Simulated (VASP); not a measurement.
Wanted: the native input for a VASP 6.6.1 run.

| Quantity | Value |
| --- | --- |
| Task | single point |
| Functional | PBEsol |
| Dispersion | D3(BJ) |
| Potentials or basis | VASP PAW PBE potentials, release 64 (Mg) |
| Cutoff | 520 eV |
| k mesh | 10 × 10 × 3 |
| Occupations | fermi-dirac, width 0.05 eV |
| Spin | no spin polarisation |
| Dipole correction | no |
| Further INCAR settings | ALGO = Normal; EDIFF = 1e-07; NBANDS = 12 |

The structure of Mg lies in POSCAR:

```
Mg
1.0
    3.1094353007      0.0000000000      0.0000000000
   -1.5547176504      2.6928499618      0.0000000000
    0.0000000000      0.0000000000     10.2552407041
Mg
4
Direct
    0.6666666667      0.3333333333      0.7500000000
    0.0000000000      0.0000000000      0.5000000000
    0.3333333333      0.6666666667      0.2500000000
    0.0000000000      0.0000000000      0.0000000000
```

The input as run:

INCAR

```
PREC = Accurate ; ENCUT = 520
EDIFF = 1E-7 ; ISMEAR = -1
SIGMA = 0.05 ; LREAL = False
LASPH = True ; NELM = 60
ALGO = Normal ; ISIF = 2
LWAVE = False ; LCHARG = True
GGA = PS ; IVDW = 12
LELF = True ; LVHAR = True
NBANDS = 12
```

KPOINTS

```
regular mesh
0
Gamma
  10 10 3
```

Potentials or basis: VASP PAW PBE potentials, release 64 (Mg).

Command:

```bash
$ cat potpaw_PBE.64/Mg/POTCAR > POTCAR
$ mpirun -np 1 vasp_std > vasp.out
```

Results of the run:

```yaml
Pressure: 0.0 GPa
Band_gap_on_the_k_mesh: zero (band 4 reaches 3.52 eV, above the bottom of band 5 at 1.57 eV)
Dispersion_energy_per_atom: -0.280 eV
```

Caveat: the PAW data sets were made with another functional, which shifts forces and pressure a little; pairwise dispersion overbinds metals, which lowers pressure and volume.

Run time: 14 s on 1 thread of AMD EPYC 9R45 96-Core Processor (Zen 5) (shared host), peak memory 0.18 GiB.
